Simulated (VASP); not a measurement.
YRuO4: single point with PBE

Crystal: YRuO4.

```
CELL_PARAMETERS angstrom
-3.62218 3.62218 3.29041
3.62218 -3.62218 3.29041
3.62218 3.62218 -3.29041
ATOMIC_POSITIONS crystal
Y 0.00000 0.00000 0.00000
Y 0.75000 0.25000 0.50000
Ru 0.50000 0.50000 0.00000
Ru 0.25000 0.75000 0.50000
O 0.49071 0.30806 0.18265
O 0.05806 0.37541 0.31735
O 0.12541 0.30806 0.81735
O 0.05806 0.74071 0.68265
O 0.25929 0.94194 0.31735
O 0.69194 0.50929 0.81735
O 0.62459 0.94194 0.68265
O 0.69194 0.87459 0.18265
```

```yaml
Program: VASP 6.6.1
Task: single point
Functional: PBE
Potentials_or_basis: VASP PAW PBE potentials, release 64 (Y_sv, Ru_pv, O)
Cutoff: 520 eV
k_mesh: 5 × 5 × 5
Occupations: fermi-dirac, width 0.1 eV
Spin: no spin polarisation
Dipole_correction: no
Further_INCAR_settings: ALGO = Normal; EDIFF = 1e-06; NBANDS = 61
```

```
Pressure               : 0.3 GPa
Largest force          : 0.089 eV/Å
Band gap on the k mesh : zero (band 49 reaches 3.62 eV, above the bottom of band 50 at 3.55 eV)
```

Forces in eV/Å, atoms in the order of the input:
```
Y    0.000  0.000  0.000
Y    0.000  0.000  0.000
Ru   0.000  0.000  0.000
Ru   0.000  0.000  0.000
O    0.000  0.064 -0.061
O   -0.064  0.000 -0.061
O    0.000 -0.064 -0.061
O    0.064  0.000 -0.061
O    0.000 -0.064  0.061
O   -0.064  0.000  0.061
O    0.000  0.064  0.061
O    0.064  0.000  0.061
```

Stress tensor (GPa, compression positive):
```
0.15 0.00 0.00
0.00 0.15 0.00
0.00 0.00 0.55
```

Levels at points of the mesh, in eV from the Fermi level:
```tsv
k point	band 45	band 46	band 47	band 48	band 49	band 50	band 51	band 52	band 53	band 54
(0.00, 0.00, 0.00)	-2.72	-2.53	-0.96	-0.38	-0.20	0.00	0.04	1.28	1.87	1.87
```

It took 2.8 min on 1 thread of Intel(R) Xeon(R) Platinum 8488C (Sapphire Rapids), with other jobs on the host, peak memory 0.42 GiB.
